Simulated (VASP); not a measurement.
TiSi2:

```
CELL_PARAMETERS angstrom
-1.50176 1.74571 4.29469
1.50176 -1.74571 4.29469
1.50176 1.74571 -4.29469
ATOMIC_POSITIONS crystal
Ti 0.00000 0.00000 0.00000
Si 0.67008 0.67008 0.00000
Si 0.32992 0.32992 0.00000
```

This cell differs from its parent crystal: volume scaled by 1.06.

Base run:

| Quantity | Value |
| --- | --- |
| Program | VASP 6.6.1 |
| Functional | PBE |
| Potentials or basis | VASP PAW PBE potentials, release 64 (Ti_sv, Si) |
| Cutoff | 520 eV |
| k mesh | 12 × 12 × 12 |
| Occupations | fermi-dirac, width 0.05 eV |
| Spin | no spin polarisation |

Its results: band gap on the k mesh zero (band 10 reaches 10.54 eV, above the bottom of band 11 at 8.36 eV); pressure -6.9 GPa; largest force 0.057 eV/Å.

Question: The run is repeated on the same cell with these changes: functional from PBE to PBEsol. What comes out?

Answer: Band gap on the k mesh zero (band 10 reaches 10.45 eV, above the bottom of band 11 at 8.28 eV); pressure -10.3 GPa; largest force 0.105 eV/Å.

PBEsol binds more tightly than PBE, so the same cell stands under less pressure.

Caveats: the PAW data sets were made with another functional, which shifts forces and pressure a little (some runs).
